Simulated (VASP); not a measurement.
# Au (P6_3/mmc) in VASP: further runs, part 2 of 2

VASP 6.6.1. The steps go on from the part before.

**3. Relaxation of cell and atoms, PBE**

This run uses another cell than the first one, of 18.01 Å³/atom.

File INCAR:

```
SYSTEM = Au
ALGO = Normal ; EDIFF = 1E-6
EDIFFG = -0.005 ; ENCUT = 600
GGA = PE ; IBRION = 2
ISIF = 3 ; ISMEAR = -1
LASPH = .True. ; LCHARG = .False.
LREAL = .False. ; LWAVE = .False.
NELM = 100 ; NSW = 45
PREC = Accurate ; SIGMA = 0.05
```

File KPOINTS:

```
k-points
0
Gamma
  16 16 9
  0 0 0
```

File POSCAR:

```
Au
1.0
    2.9280809877      0.0000000000      0.0000000000
   -1.4640404938      2.5357925197      0.0000000000
    0.0000000000      0.0000000000      4.8506766355
Au
2
Direct
    0.3333333333      0.6666666667      0.2500000000
    0.6666666667      0.3333333333      0.7500000000
```

Potentials or basis: VASP PAW PBE potentials, release 64 (Au).

The run is started by

```console
cat potpaw_PBE.64/Au/POTCAR > POTCAR
mpirun -np 1 vasp_std > vasp.out
```

OUTCAR:

```text
SYSTEM = Au
   EDIFF = 1E-6
   EDIFFG = -0.005
   ENCUT = 600
   GGA = PE
   IBRION = 2
   ISIF = 3
   ISMEAR = -1
   LASPH = .True.
   LREAL = .False.
   NELM = 100
   NSW = 45
   PREC = Accurate

 ion  position               nearest neighbor table
   1  0.333  0.667  0.250-   2 2.96   2 2.96   2 2.96   2 2.96   2 2.96   2 2.96
   2  0.667  0.333  0.750-   1 2.96   1 2.96   1 2.96   1 2.96   1 2.96   1 2.96

  LATTYP: Found a hexagonal cell.
 ALAT       =     2.9280809877
 C/A-ratio  =     1.6566060351

  Lattice vectors:

 A1 = (   2.9280809877,   0.0000000000,   0.0000000000)
 A2 = (  -1.4640404938,   2.5357925197,   0.0000000000)
 A3 = (   0.0000000000,   0.0000000000,   4.8506766355)

Analysis of symmetry for initial positions (statically):
=====================================================================
 Subroutine PRICEL returns:
 Original cell was already a primitive cell.

 Routine SETGRP: Setting up the symmetry group for a
 hexagonal supercell.

 Subroutine GETGRP returns: Found 24 space group operations
 (whereof 12 operations were pure point group operations)
 out of a pool of 24 trial point group operations.

The static configuration has the point symmetry D_3d.
 The point group associated with its full space group is D_6h.

Analysis of symmetry for dynamics (positions and initial velocities):
=====================================================================
 Subroutine PRICEL returns:
 Original cell was already a primitive cell.

 Routine SETGRP: Setting up the symmetry group for a
 hexagonal supercell.

 Subroutine GETGRP returns: Found 24 space group operations
 (whereof 12 operations were pure point group operations)
 out of a pool of 24 trial point group operations.

The dynamic configuration has the point symmetry D_3d.
 The point group associated with its full space group is D_6h.

 Subroutine INISYM returns: Found 24 space group operations
 (whereof 12 operations are pure point group operations),
 and found     1 'primitive' translations
[... 135 lines left out ...]

 number of electron      21.9999999 magnetization

 Free energy of the ion-electron system (eV)
  ---------------------------------------------------
  ext. energy  EPLUGINS =         0.00000000
  ---------------------------------------------------
  free energy    TOTEN  =        -6.42230123 eV

  energy without entropy =       -6.41398653  energy(sigma->0) =       -6.41814388

------------------------ aborting loop because EDIFF is reached ----------------------------------------

  FORCE on cell =-STRESS in cart. coord.  units (eV):
  Direction    XX          YY          ZZ          XY          YZ          ZX
  --------------------------------------------------------------------------------------
  -------------------------------------------------------------------------------------
  Total       -0.0289386     -0.0289386     -0.0265997     -0.0000000      0.0000000     -0.0000000
  in kB       -1.2873268     -1.2873268     -1.1832835     -0.0000000      0.0000000     -0.0000000
  external PRESSURE =      -1.2526457 kB  Pullay stress =       0.0000000 kB
[... 59 lines left out ...]
--------------------------------------- Ionic step        3  -------------------------------------------

 number of electron      21.9999999 magnetization

 Free energy of the ion-electron system (eV)
  ---------------------------------------------------
  ext. energy  EPLUGINS =         0.00000000
  ---------------------------------------------------
  free energy    TOTEN  =        -6.42231512 eV

  energy without entropy =       -6.41399802  energy(sigma->0) =       -6.41815657

 E-fermi :   8.5930     XC(G=0): -12.3931

 val. band max:        8.5769820599   @ k =   0.1250   0.0000   0.1111
 cond. band min:       8.6004572899   @ k =   0.4375   0.0625   0.1111
 fundamental gap:      0.0234752300
 Fermi energy:         8.5929555815

 k-point     1 :       0.0000    0.0000    0.0000
  band No.  band energies     occupation
      1      -0.7001      2.00000
      2       1.7199      2.00000
      3       4.0951      2.00000
      4       4.2902      2.00000
      5       4.2902      2.00000
      6       4.5879      2.00000
      7       4.5879      2.00000
      8       5.1381      2.00000
      9       5.1381      2.00000
     10       6.4461      2.00000
     11       6.4461      2.00000
     12       7.7915      2.00000
     13      11.1772      0.00000
     14      23.1241      0.00000
[... 401 lines left out ...]
      2       3.0397      2.00000
      3       3.0580      2.00000
      4       3.5591      2.00000
      5       4.0846      2.00000
      6       4.5255      2.00000
      7       4.7325      2.00000
      8       5.4696      2.00000
      9       6.4883      2.00000
     10       6.4965      2.00000
     11       7.4375      2.00000
     12      12.3848      0.00000
     13      14.6557      0.00000
     14      14.7142      0.00000
     15      16.1945      0.00000

 [... further k-points ...]

------------------------ aborting loop because EDIFF is reached ----------------------------------------

  FORCE on cell =-STRESS in cart. coord.  units (eV):
  Direction    XX          YY          ZZ          XY          YZ          ZX
  --------------------------------------------------------------------------------------
  -------------------------------------------------------------------------------------
  Total        0.0004968      0.0004968      0.0011654      0.0000000      0.0000000      0.0000000
  in kB        0.0221203      0.0221203      0.0518919      0.0000000      0.0000000      0.0000000
  external PRESSURE =       0.0320442 kB  Pullay stress =       0.0000000 kB
[... 17 lines left out ...]
  FREE ENERGIE OF THE ION-ELECTRON SYSTEM (eV)
  ---------------------------------------------------
  free  energy   TOTEN  =        -6.4223151222 eV

  energy  without entropy=       -6.4139980167  energy(sigma->0) =       -6.41815657

 reached required accuracy - stopping structural energy minimisation
```

OSZICAR:

```text
N       E                     dE             d eps       ncg     rms          rms(c)
DAV:   1     0.131122858224E+03    0.13112E+03   -0.12901E+04  4500   0.159E+03
DAV:   2    -0.515441215498E+01   -0.13628E+03   -0.13108E+03  4913   0.301E+02
[... 16 lines left out ...]
   2 F= -.64222971E+01 E0= -.64181371E+01  d E =0.416417E-05
       N       E                     dE             d eps       ncg     rms          rms(c)
DAV:   1    -0.642262704686E+01   -0.32983E-03   -0.53290E-03  4556   0.753E-01    0.107E-01
DAV:   2    -0.642232790280E+01    0.29914E-03   -0.71699E-04  4591   0.266E-01    0.417E-02
DAV:   3    -0.642231662463E+01    0.11278E-04   -0.33348E-05  4857   0.547E-02    0.325E-02
DAV:   4    -0.642231511617E+01    0.15085E-05   -0.20631E-06  4696   0.114E-02    0.156E-03
DAV:   5    -0.642231512219E+01   -0.60181E-08   -0.16972E-07  2453   0.390E-03
   3 F= -.64223151E+01 E0= -.64181566E+01  d E =-.138876E-04
```

Run time: 1.8 min. Hardware: 1 thread of Intel Xeon Platinum 8259CL at 2.50GHz (Skylake/Cascade Lake), shared host; peak memory 0.23 GiB.

Results:

- Free energy: -6.4223 eV
- Relaxed volume: 17.99 Å³/atom
- Relaxed cell: a = 2.927 Å, b = 2.927 Å, c = 4.849 Å, α = 90.00°, β = 90.00°, γ = 120.00°
- Space group after relaxing (to 0.1 Å): P6_3/mmc (No. 194)
- Energy gained by relaxing: 0.0 meV/atom
- Ionic steps: 3
- Pressure after relaxing: 0.0 GPa
- Band gap on the k mesh: zero (bands 11 and 12 overlap by 5.60 eV)

Final structure:
```cif
data_structure
_symmetry_space_group_name_H-M 'P 1'
_symmetry_Int_Tables_number 1
_cell_length_a 2.9271
_cell_length_b 2.9271
_cell_length_c 4.8492
_cell_angle_alpha 90.000
_cell_angle_beta 90.000
_cell_angle_gamma 120.000
_cell_volume 35.98
loop_
_atom_site_label
_atom_site_type_symbol
_atom_site_fract_x
_atom_site_fract_y
_atom_site_fract_z
_atom_site_occupancy
Au1 Au 0.33333 0.66667 0.25000 1
Au2 Au 0.66667 0.33333 0.75000 1
```

Caveat: spin-orbit coupling is left out, which moves the levels of the heavy elements.

The gap in the log of VASP goes by the Fermi energy; the results here count the filled bands.